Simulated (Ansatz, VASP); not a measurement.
## One calculation of C, two programs

INCAR

```
SYSTEM = C
PREC = Accurate ; ENCUT = 600
EDIFF = 1E-6 ; ISMEAR = 0
SIGMA = 0.1 ; LREAL = .False.
LASPH = .True. ; NELM = 60
ALGO = Normal ; ISIF = 3
LWAVE = .False. ; LCHARG = .False.
GGA = PE ; IBRION = 2
NSW = 80 ; EDIFFG = -0.025
```

KPOINTS

```
Automatic mesh
0
Gamma
  4 4 4
  0 0 0
```

POSCAR

```
C
1.0
   -0.0251425164      3.9275698009      0.0168226306
    0.0753254759      0.0202062716      4.6850487108
    5.0945413100     -0.0320259678      0.0798809328
C
12
Direct
    0.9931691791     -0.0132671849      0.3696556867
    1.0011715084      0.5107692551      0.1215668505
    1.0106634111     -0.0032432343      0.6516226405
   -0.0161409943      0.4937317394      0.8714742180
    0.6347231786      0.1271429014      0.6591516282
    0.3704744141      0.6072347599      0.8236563347
    0.6520380006      0.3880673177      0.8349940359
    0.3330363172      0.8862722203      0.6614148015
    0.3699477617      0.8924221287      0.3349323792
    0.6457757488      0.3819027265      0.1867898887
    0.3641862333      0.6023393341      0.1599130798
    0.6409552414      0.1266280362      0.3248284563
```

Input for Ansatz:

```yaml
crystal:
  lattice:
    - [-0.0251425164, 3.9275698009, 0.0168226306]
    - [0.0753254759, 0.0202062716, 4.6850487108]
    - [5.09454131, -0.0320259678, 0.0798809328]
  atoms:
    - { symbol: C, position: [0.9931691791, -0.0132671849, 0.3696556867] }
    - { symbol: C, position: [1.0011715084, 0.5107692551, 0.1215668505] }
    - { symbol: C, position: [1.0106634111, -0.0032432343, 0.6516226405] }
    - { symbol: C, position: [-0.0161409943, 0.4937317394, 0.871474218] }
    - { symbol: C, position: [0.6347231786, 0.1271429014, 0.6591516282] }
    - { symbol: C, position: [0.3704744141, 0.6072347599, 0.8236563347] }
    - { symbol: C, position: [0.6520380006, 0.3880673177, 0.8349940359] }
    - { symbol: C, position: [0.3330363172, 0.8862722203, 0.6614148015] }
    - { symbol: C, position: [0.3699477617, 0.8924221287, 0.3349323792] }
    - { symbol: C, position: [0.6457757488, 0.3819027265, 0.1867898887] }
    - { symbol: C, position: [0.3641862333, 0.6023393341, 0.1599130798] }
    - { symbol: C, position: [0.6409552414, 0.1266280362, 0.3248284563] }
basis:
  ecutwfc: 420
kpoints:
  mp_grid: { grid: [4, 4, 4] }
hamiltonian:
  xc: pbe
scf:
  occupations: { method: gaussian, width: 0.1 }
  lower_state_search: "off"
output:
  forces: true
  stress: true
  eigenvalues: true
relax:
  adjacent_minimum: "off"
  f_tol: 0.025
  max_steps: 60
  cell: { stress_tol: 0.25 }
```

Change from the starting cell: cell x1, atoms moved at random (sigma 0.05 Å) and cell strained at random (1.5 %), then relaxed without symmetry.

Alike in both runs: task relaxation of cell and atoms; functional PBE; k mesh 4 × 4 × 4; occupations gaussian, width 0.1 eV; no spin polarisation.

|  | VASP | Ansatz |
| --- | --- | --- |
| version | VASP 6.6.1 | Ansatz 0.2.0 |
| potentials or method | VASP PAW PBE potentials, release 64 (C), cutoff 600 eV | scalar-relativistic, plane waves, PAW |
| valence electrons in the cell | 48 | 48 |

VASP gave:

- gap on the k mesh at the Fermi level, each at its own relaxed structure (eV): 1.64
- relaxed volume (Å³/atom): 7.83
- relaxed length of the cell vector where the two differ most in proportion (Å): 5.020

Task: Estimate Ansatz's values.

Result: gap on the k mesh at the Fermi level, each at its own relaxed structure (eV): 1.65; relaxed volume (Å³/atom): 7.83; relaxed length of the cell vector where the two differ most in proportion (Å): 5.030.
